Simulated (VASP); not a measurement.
# Si4W in VASP: a series of runs, part 2 of 2

VASP 6.6.1.

## Step 3: Relaxation of cell and atoms, PBE

This run uses another cell than the first one, of 16.73 Å³/atom.

The input, INCAR:

```
SYSTEM = Si4W
PREC = Accurate ; ENCUT = 600
EDIFF = 1E-6 ; ISMEAR = 0
SIGMA = 0.1 ; LREAL = .FALSE.
LASPH = .TRUE. ; NELM = 100
ALGO = Normal ; ISIF = 3
LWAVE = .FALSE. ; LCHARG = .FALSE.
GGA = PE ; IBRION = 2
NSW = 100 ; EDIFFG = -0.01
```

The input, KPOINTS:

```
regular mesh
0
G
  8 8 8
  0 0 0
```

The input, POSCAR:

```
Si4W
1.0
   -2.3465912675      2.9702590876      3.0011458789
    2.3465912675     -2.9702590876      3.0011458789
    2.3465912675      2.9702590876     -3.0011458789
Si W
4 1
Direct
    0.0026846418      0.3058391605      0.6968454813
    0.9973153582      0.6941608395      0.3031545187
    0.3910063208      0.6941608395      0.6968454813
    0.6089936792      0.3058391605      0.3031545187
    0.0000000000      0.0000000000      0.0000000000
```

Potentials or basis: VASP PAW PBE potentials, release 64 (Si, W_sv).

Launch:

```bash
> cat potpaw_PBE.64/Si/POTCAR potpaw_PBE.64/W_sv/POTCAR > POTCAR
> mpirun -np 1 vasp_std > vasp.out
```

OUTCAR:

```text
SYSTEM = Si4W
   PREC = Accurate
   ENCUT = 600
   EDIFF = 1E-6
   ISMEAR = 0
   LREAL = .FALSE.
   LASPH = .TRUE.
   NELM = 100
   ISIF = 3
   GGA = PE
   IBRION = 2
   NSW = 100
   EDIFFG = -0.01

 ion  position               nearest neighbor table
   1  0.003  0.306  0.697-   3 2.33   4 2.34   2 2.52   2 2.52   5 2.57   5 2.87   5 2.87
   2  0.997  0.694  0.303-   4 2.33   3 2.34   1 2.52   1 2.52   5 2.57   5 2.87   5 2.87
   3  0.391  0.694  0.697-   1 2.33   2 2.34   4 2.52   4 2.52   5 2.57   5 2.87   5 2.87
   4  0.609  0.306  0.303-   2 2.33   1 2.34   3 2.52   3 2.52   5 2.57   5 2.87   5 2.87
   5  0.000  0.000  0.000-   1 2.57   2 2.57   4 2.57   3 2.57   3 2.87   2 2.87   3 2.87   4 2.87
                             2 2.87   1 2.87   4 2.87   1 2.87

  LATTYP: Found a body centered orthorhombic cell.
 ALAT       =     4.6931825350
 B/A-ratio  =     1.2657760764
 C/A-ratio  =     1.2789384843

  Lattice vectors:

 A1 = (  -2.3465912675,   2.9702590876,   3.0011458789)
 A2 = (   2.3465912675,  -2.9702590876,   3.0011458789)
 A3 = (   2.3465912675,   2.9702590876,  -3.0011458789)

Analysis of symmetry for initial positions (statically):
=====================================================================
 Subroutine PRICEL returns:
 Original cell was already a primitive cell.

 Routine SETGRP: Setting up the symmetry group for a
[... 183 lines left out ...]
  Total       -0.1326710      0.1221006      0.1655930      0.0000000      0.0000000      0.0000000
  in kB       -2.5404336      2.3380277      3.1708353      0.0000000      0.0000000      0.0000000
  external PRESSURE =       0.9894765 kB  Pullay stress =       0.0000000 kB
[... 143 lines left out ...]
--------------------------------------- Ionic step        5  -------------------------------------------

 number of electron      30.0000000 magnetization

 Free energy of the ion-electron system (eV)
  ---------------------------------------------------
  ext. energy  EPLUGINS =         0.00000000
  ---------------------------------------------------
  free energy    TOTEN  =       -33.50559222 eV

  energy without entropy =      -33.48790683  energy(sigma->0) =      -33.49674952

 E-fermi :   8.3357     XC(G=0): -10.8693

 val. band max:        8.3330348560   @ k =   0.5000   0.5000   0.3750
 cond. band min:       8.3386586126   @ k =   0.5000   0.5000   0.5000
 fundamental gap:      0.0056237566
 Fermi energy:         8.3356898593

 k-point     1 :       0.0000    0.0000    0.0000
  band No.  band energies     occupation
      1     -65.7282      2.00000
      2     -29.9909      2.00000
      3     -29.9283      2.00000
      4     -29.9232      2.00000
      5      -4.6024      2.00000
      6       0.6972      2.00000
[... 505 lines left out ...]
      6      -0.9403      2.00000
[... 11 lines left out ...]
     18      11.0928      0.00000
     19      11.4444      0.00000

 [... further k-points ...]

------------------------ aborting loop because EDIFF is reached ----------------------------------------

  FORCE on cell =-STRESS in cart. coord.  units (eV):
  Direction    XX          YY          ZZ          XY          YZ          ZX
  --------------------------------------------------------------------------------------
  -------------------------------------------------------------------------------------
  Total       -0.0037504      0.0028997     -0.0007794     -0.0000000      0.0000000      0.0000000
  in kB       -0.0717774      0.0554963     -0.0149171     -0.0000000      0.0000000      0.0000000
  external PRESSURE =      -0.0103994 kB  Pullay stress =       0.0000000 kB
[... 20 lines left out ...]
  FREE ENERGIE OF THE ION-ELECTRON SYSTEM (eV)
  ---------------------------------------------------
  free  energy   TOTEN  =       -33.5055922172 eV

  energy  without entropy=      -33.4879068282  energy(sigma->0) =      -33.49674952

 reached required accuracy - stopping structural energy minimisation
```

CONTCAR:

```text
Si4W
   1.00000000000000
    -2.3421725819123775    2.9731484356892075    3.0054046473499731
     2.3421725819123775   -2.9731484356892075    3.0054046473499731
     2.3421725819123775    2.9731484356892075   -3.0054046473499731
  Si              W
     4     1
Direct
     0.0026521108569133    0.3061626522836032    0.6964894585733101
     0.9973478891430867    0.6938373477163968    0.3035105414266899
     0.3903268062897068    0.6938373477163968    0.6964894585733101
     0.6096731937102930    0.3061626522836032    0.3035105414266899
     0.0000000000000000    0.0000000000000000    0.0000000000000000

  0.00000000E+00  0.00000000E+00  0.00000000E+00
  0.00000000E+00  0.00000000E+00  0.00000000E+00
  0.00000000E+00  0.00000000E+00  0.00000000E+00
  0.00000000E+00  0.00000000E+00  0.00000000E+00
  0.00000000E+00  0.00000000E+00  0.00000000E+00
```

It took 7.2 min on 1 thread of Intel Xeon Platinum 8259CL at 2.50GHz (Skylake/Cascade Lake), shared host; peak memory 0.36 GiB.

What came out:

```
Free energy                           : -33.5056 eV
Relaxed volume                        : 16.74 Å³/atom
Relaxed cell                          : a = 4.833 Å, b = 4.833 Å, c = 4.833 Å, α = 122.02°, β = 104.07°, γ = 103.10°
Space group after relaxing (to 0.1 Å) : I4/mmm (No. 139)
Energy gained by relaxing             : 0.1 meV/atom
Ionic steps                           : 5
Pressure after relaxing               : 0.0 GPa
Band gap on the k mesh                : zero (bands 15 and 16 overlap by 1.64 eV)
```

The path:
| step | energy change (eV) | largest force (eV/Å) | pressure (GPa) | volume (Å³) |
| --- | --- | --- | --- | --- |
| 1 | 0.0000 | 0.0436 | 0.10 | 83.67 |
| 2 | -0.0005 | 0.0174 | -0.14 | 83.80 |
| 3 | -0.0005 | 0.0161 | -0.13 | 83.80 |
| 4 | -0.0005 | 0.0143 | 0.11 | 83.65 |
| 5 | -0.0005 | 0.0019 | 0.00 | 83.71 |

Final structure:
```cif
data_structure
_symmetry_space_group_name_H-M 'P 1'
_symmetry_Int_Tables_number 1
_cell_length_a 4.8330
_cell_length_b 4.8330
_cell_length_c 4.8330
_cell_angle_alpha 122.025
_cell_angle_beta 104.070
_cell_angle_gamma 103.097
_cell_volume 83.71
loop_
_atom_site_label
_atom_site_type_symbol
_atom_site_fract_x
_atom_site_fract_y
_atom_site_fract_z
_atom_site_occupancy
Si1 Si 0.00265 0.30616 0.69649 1
Si2 Si 0.99735 0.69384 0.30351 1
Si3 Si 0.39033 0.69384 0.69649 1
Si4 Si 0.60967 0.30616 0.30351 1
W1 W 0.00000 0.00000 0.00000 1
```

Caveat: spin-orbit coupling is left out, which moves the levels of the heavy elements.
